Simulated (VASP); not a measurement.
# Ta (Im-3m) in VASP: further runs

The runs below take Ta through single point, relaxation of cell and atoms, with PBE.

All numbers are computed with VASP 6.6.1; they aren't measurements. Logs are shortened: lines on timing, memory, paths and dates and some standing lists are left out, and cuts for length are marked.

## 1. The cell of the first run

Symmetry: Im-3m, No. 229, cubic system. Conventional cell: a = 3.319 Å, b = 3.319 Å, c = 3.319 Å, α = 90.00°, β = 90.00°, γ = 90.00°. Within 3.8 Å of Ta (site symmetry m-3m) lie 14 Ta at 2.87 to 3.32 Å.

## 2. Single point, PBE

INCAR reads:

```
PREC     = Accurate       # precision mode
ENCUT    = 520            # plane-wave cutoff, eV
EDIFF    = 1E-6           # SCF threshold, eV
ISMEAR   = 0              # smearing method
SIGMA    = 0.1            # smearing width, eV
LREAL    = F              # projectors in reciprocal space
LASPH    = T              # aspherical terms in the spheres
NELM     = 80             # most SCF steps
ALGO     = Normal         # electronic algorithm
ISIF     = 2              # what is computed and relaxed
LWAVE    = F              # write WAVECAR
LCHARG   = T              # write CHGCAR
GGA      = PE             # functional
LELF     = T              # ELF
LVHAR    = T            
NBANDS   = 12             # bands
```

KPOINTS reads:

```
regular mesh
0
Gamma
  18 18 18
```

POSCAR reads:

```
Ta
1.0
   -1.6594835670      1.6594835670      1.6594835670
    1.6594835670     -1.6594835670      1.6594835670
    1.6594835670      1.6594835670     -1.6594835670
Ta
1
Direct
    0.0000000000      0.0000000000      0.0000000000
```

Potentials or basis: VASP PAW PBE potentials, release 64 (Ta_pv).

On the command line:

```sh
> cat potpaw_PBE.64/Ta_pv/POTCAR > POTCAR
> mpirun -np 1 vasp_std > vasp.out
```

OUTCAR:

```text
PREC = Accurate
   ENCUT = 520
   EDIFF = 1E-6
   ISMEAR = 0
   LREAL = F
   LASPH = T
   NELM = 80
   ISIF = 2
   GGA = PE

 ion  position               nearest neighbor table
   1  0.000  0.000  0.000-

  LATTYP: Found a body centered cubic cell.
 ALAT       =     3.3189671340

  Lattice vectors:

 A1 = (  -1.6594835670,   1.6594835670,   1.6594835670)
 A2 = (   1.6594835670,  -1.6594835670,   1.6594835670)
 A3 = (   1.6594835670,   1.6594835670,  -1.6594835670)

Analysis of symmetry for initial positions (statically):
=====================================================================
 Subroutine PRICEL returns:
 Original cell was already a primitive cell.

 Routine SETGRP: Setting up the symmetry group for a
 body centered cubic supercell.

 Subroutine GETGRP returns: Found 48 space group operations
 (whereof 48 operations were pure point group operations)
 out of a pool of 48 trial point group operations.

The static configuration has the point symmetry O_h .

Analysis of symmetry for dynamics (positions and initial velocities):
=====================================================================
 Subroutine PRICEL returns:
 Original cell was already a primitive cell.

 Routine SETGRP: Setting up the symmetry group for a
 body centered cubic supercell.

 Subroutine GETGRP returns: Found 48 space group operations
 (whereof 48 operations were pure point group operations)
 out of a pool of 48 trial point group operations.

The dynamic configuration has the point symmetry O_h .

 Subroutine INISYM returns: Found 48 space group operations
 (whereof 48 operations are pure point group operations),
 and found     1 'primitive' translations

----------------------------------------------------------------------------------------

                                     Primitive cell

  volume of cell :      18.2801

  direct lattice vectors                    reciprocal lattice vectors
    -1.659483567  1.659483567  1.659483567     0.000000000  0.301298555  0.301298555
     1.659483567 -1.659483567  1.659483567     0.301298555  0.000000000  0.301298555
     1.659483567  1.659483567 -1.659483567     0.301298555  0.301298555  0.000000000

  length of vectors
     2.874309852  2.874309852  2.874309852     0.426100502  0.426100502  0.426100502

  position of ions in fractional coordinates (direct lattice)
     0.000000000  0.000000000  0.000000000

  ion indices of the primitive-cell ions
   primitive index   ion index
                 1           1

----------------------------------------------------------------------------------------

 KPOINTS: regular mesh

Automatic generation of k-mesh.
 Grid dimensions read from file:
 generate k-points for:   18   18   18

 Generating k-lattice:

  Cartesian coordinates                     Fractional coordinates (reciprocal lattice)
     0.000000000  0.016738809  0.016738809     0.055555556  0.000000000  0.000000000
     0.016738809  0.000000000  0.016738809     0.000000000  0.055555556  0.000000000
     0.016738809  0.016738809  0.000000000     0.000000000  0.000000000  0.055555556

  Length of vectors
     0.023672250  0.023672250  0.023672250

  Shift w.r.t. Gamma in fractional coordinates (k-lattice)
     0.000000000  0.000000000  0.000000000

 Subroutine IBZKPT returns following result:
 ===========================================

 Found    195 irreducible k-points:

 Following reciprocal coordinates:
            Coordinates               Weight
  0.000000  0.000000  0.000000      1.000000
  0.055556  0.000000  0.000000     12.000000
  0.111111  0.000000  0.000000     12.000000
  0.166667  0.000000  0.000000     12.000000
  0.222222  0.000000  0.000000     12.000000
  0.277778  0.000000  0.000000     12.000000
[... 16 lines left out ...]
  0.333333  0.111111  0.000000     48.000000
  0.388889  0.111111  0.000000     48.000000
 [... further k-points ...]
   k-points           NKPTS =    195   k-points in BZ     NKDIM =    195   number of bands    NBANDS=     12
   number of dos      NEDOS =    301   number of ions     NIONS =      1
   total plane-waves  NPLWV =  13824
   dimension x,y,z NGX =    24 NGY =   24 NGZ =   24
   dimension x,y,z NGXF=    48 NGYF=   48 NGZF=   48
   ions per type =               1
   NGX,Y,Z   is equivalent  to a cutoff of  13.88, 13.88, 13.88 a.u.
   NGXF,Y,Z  is equivalent  to a cutoff of  27.76, 27.76, 27.76 a.u.
 SYSTEM =  unknown system
   PREC   = accura    normal or accurate (medium, high low for compatibility)
   ISTART =      0    job   : 0-new  1-cont  2-samecut
   ICHARG =      2    charge: 1-file 2-atom 10-const
   ISPIN  =      1    spin polarized calculation?
   LNONCOLLINEAR =      F non collinear calculations
   LSORBIT =      F    spin-orbit coupling
   LASPH  =      T    aspherical Exc in radial PAW
   ENCUT  =  520.0 eV  38.22 Ry    6.18 a.u.   5.34  5.34  5.34*2*pi/ulx,y,z
   NELM   =     80;   NELMIN=  2; NELMDL= -5     # of ELM steps
   EDIFF  = 0.1E-05   stopping-criterion for ELM
   LREAL  =      F    real-space projection
   EDIFFG = 0.1E-04   stopping-criterion for IOM
   NSW    =      0    number of steps for IOM
   IBRION =     -1    ionic relax: 0-MD 1-quasi-New 2-CG
   NFREE  =      0    steps in history (QN), initial steepest desc. (CG)
   ISIF   =      2    stress and relaxation
   ISYM   =      2    0-nonsym 1-usesym 2-fastsym
   POTIM  = 0.5000    time-step for ionic-motion
   TEBEG  =    0.0;   TEEND  =   0.0 temperature during run
   PSTRESS=    0.0 pullay stress
   NELECT =      11.0000    total number of electrons
   NUPDOWN=      -1.0000    fix difference up-down
   EMIN   =  10.00;   EMAX   =-10.00  energy-range for DOS
   EFERMI =   0.00;   METHOD = LEGACY
   ISMEAR =     0;   SIGMA  =   0.10  broadening in eV -4-tet -1-fermi 0-gaus
   EFERMI_NEDOS =   21; number of points for ismear=-14 and -15
   IALGO  =     38    algorithm
   IMIX   =      4    mixing-type and parameters
     AMIX     =   0.40;   BMIX     =  1.00
     AMIX_MAG =   1.60;   BMIX_MAG =  1.00
  volume/ion in A,a.u.               =      18.28       123.36
  Fermi-wavevector in a.u.,A,eV,Ry     =   1.382121  2.611830 25.990649  1.910259
  Thomas-Fermi vector in A             =   2.506842
   LORBIT       =      0    0 simple, 1 ext, 2 COOP (PROOUT), +10 PAW based schemes
   GGA     = PE    functional components
   LHFCALC =     F    Hartree Fock is set to
   AEXX    =    0.0000 exact exchange contribution
   IVDW    =     0    specifies the selected vdW correction
   LEPSILON=     F    determine dielectric tensor
   LRPA    =     F    only Hartree local field effects (RPA)
 non-spin polarized calculation
 Gauss-broadening in eV      SIGMA  =   0.10
  energy-cutoff  :      520.00
  volume of cell :       18.28
 maximum number of plane-waves:       531
 NGX is ok and might be reduce to    24
   NGX = 11   NGY = 11   NGZ = 11

 number of electron      11.0000001 magnetization

 Free energy of the ion-electron system (eV)
  ---------------------------------------------------
  ext. energy  EPLUGINS =         0.00000000
  ---------------------------------------------------
  free energy    TOTEN  =       -11.81632191 eV

  energy without entropy =      -11.81023486  energy(sigma->0) =      -11.81327839

 E-fermi :   5.3770     XC(G=0): -12.5424

 val. band max:        5.3562395170   @ k =   0.1111   0.1111   0.0000
 cond. band min:       5.3792411841   @ k =   0.3333   0.1667   0.0556
 fundamental gap:      0.0230016672
 Fermi energy:         5.3769952041

 k-point     1 :       0.0000    0.0000    0.0000
  band No.  band energies     occupation
      1     -27.7623      2.00000
      2     -27.7623      2.00000
      3     -27.7623      2.00000
      4      -2.4923      2.00000
      5       6.1019      0.00000
      6       6.1019      0.00000
      7       6.1019      0.00000
      8       9.3226      0.00000
      9       9.3226      0.00000
     10      20.0151      0.00000
     11      20.3078      0.00000
     12      20.3078      0.00000

 k-point     2 :       0.0556    0.0000    0.0000
  band No.  band energies     occupation
      1     -27.7989      2.00000
      2     -27.7736      2.00000
      3     -27.7625      2.00000
      4      -2.3563      2.00000
      5       6.0133      0.00000
      6       6.0771      0.00000
      7       6.2346      0.00000
      8       9.1772      0.00000
      9       9.3229      0.00000
     10      20.0152      0.00000
     11      20.4307      0.00000
     12      20.5465      0.00000

 k-point     3 :       0.1111    0.0000    0.0000
  band No.  band energies     occupation
      1     -27.9032      2.00000
      2     -27.8060      2.00000
      3     -27.7630      2.00000
      4      -1.9622      2.00000
      5       5.7690      0.00000
      6       5.9717      0.00000
      7       6.6287      0.00000
      8       8.8716      0.00000
      9       9.3309      0.00000
     10      20.0148      0.00000
     11      20.7381      0.00000
     12      21.2392      0.00000

 k-point     4 :       0.1667    0.0000    0.0000
  band No.  band energies     occupation
      1     -28.0598      2.00000
      2     -27.8553      2.00000
      3     -27.7639      2.00000
      4      -1.3530      2.00000
      5       5.4221      0.52349
      6       5.7349      0.00000
      7       7.2717      0.00000
      8       8.6588      0.00000
      9       9.3649      0.00000
     10      20.0142      0.00000
     11      20.9978      0.00000
     12      22.3261      0.00000

 k-point     5 :       0.2222    0.0000    0.0000
  band No.  band energies     occupation
      1     -28.2469      2.00000
      2     -27.9151      2.00000
      3     -27.7649      2.00000
      4      -0.6099      2.00000
      5       5.0335      2.00000
      6       5.4185      0.55677
      7       8.1418      0.00000
      8       8.6688      0.00000
      9       9.4445      0.00000
     10      20.0125      0.00000
     11      20.7850      0.00000
     12      22.4341      0.00000
[... 228 lines left out ...]
      1     -28.4660      2.00000
      2     -27.9885      2.00000
      3     -27.8113      2.00000
      4       0.4779      2.00000
      5       4.6263      2.00000
      6       4.9213      2.00000
      7       8.4892      0.00000
      8       9.7311      0.00000
      9       9.9178      0.00000
     10      19.9261      0.00000
     11      20.0743      0.00000
     12      21.5138      0.00000

 k-point    22 :       0.2778    0.1111    0.0000
  band No.  band energies     occupation
      1     -28.6156      2.00000
      2     -28.0589      2.00000
      3     -27.8145      2.00000
      4       1.0651      2.00000
      5       4.3304      2.00000
      6       4.9888      2.00000
      7       8.7555      0.00000
      8      10.0345      0.00000
      9      10.9411      0.00000
     10      18.7738      0.00000
     11      19.9949      0.00000
     12      20.2289      0.00000

 k-point    23 :       0.3333    0.1111    0.0000
  band No.  band energies     occupation
      1     -28.7344      2.00000
      2     -28.1167      2.00000
      3     -27.8166      2.00000
      4       1.3596      2.00000
      5       4.1164      2.00000
      6       5.4170      0.57160
      7       9.0037      0.00000
      8      10.1546      0.00000
      9      12.1404      0.00000
     10      17.6294      0.00000
     11      18.9838      0.00000
     12      20.0253      0.00000

 k-point    24 :       0.3889    0.1111    0.0000
  band No.  band energies     occupation
      1     -28.8107      2.00000
      2     -28.1546      2.00000
      3     -27.8179      2.00000
      4       1.4389      2.00000
      5       3.9847      2.00000
      6       5.9832      0.00000
      7       9.0686      0.00000
      8      10.3356      0.00000
      9      13.1217      0.00000
     10      16.6490      0.00000
     11      18.2628      0.00000
     12      20.0225      0.00000

 [... further k-points ...]
[... 5 lines left out ...]
  --------------------------------------------------------------------------------------
  -------------------------------------------------------------------------------------
  Total        0.0074321      0.0074321      0.0074321      0.0000000     -0.0000000      0.0000000
  in kB        0.6513911      0.6513911      0.6513911      0.0000000     -0.0000000      0.0000000
  external PRESSURE =       0.6513911 kB  Pullay stress =       0.0000000 kB

 VOLUME and BASIS-vectors are now :
 -----------------------------------------------------------------------------
  energy-cutoff  :      520.00
  volume of cell :       18.28
      direct lattice vectors                 reciprocal lattice vectors
    -1.659483567  1.659483567  1.659483567     0.000000000  0.301298555  0.301298555
     1.659483567 -1.659483567  1.659483567     0.301298555  0.000000000  0.301298555
     1.659483567  1.659483567 -1.659483567     0.301298555  0.301298555  0.000000000

 POSITION                                       TOTAL-FORCE (eV/Angst)
 -----------------------------------------------------------------------------------
      0.00000      0.00000      0.00000         0.000000     -0.000000      0.000000
 -----------------------------------------------------------------------------------
    total drift:                               -0.000000      0.000000      0.000000

  FREE ENERGIE OF THE ION-ELECTRON SYSTEM (eV)
  ---------------------------------------------------
  free  energy   TOTEN  =       -11.8163219121 eV

  energy  without entropy=      -11.8102348583  energy(sigma->0) =      -11.81327839
```

Wall time 22 s (1 thread of Intel Xeon Platinum 8259CL at 2.50GHz (Skylake/Cascade Lake), shared host); peak memory 0.17 GiB.

Results:

```
Free energy : -11.8163 eV
Pressure    : 0.1 GPa
```

Caveat: spin-orbit coupling is left out, which moves the levels of the heavy elements.

[end of part 1 of 2]
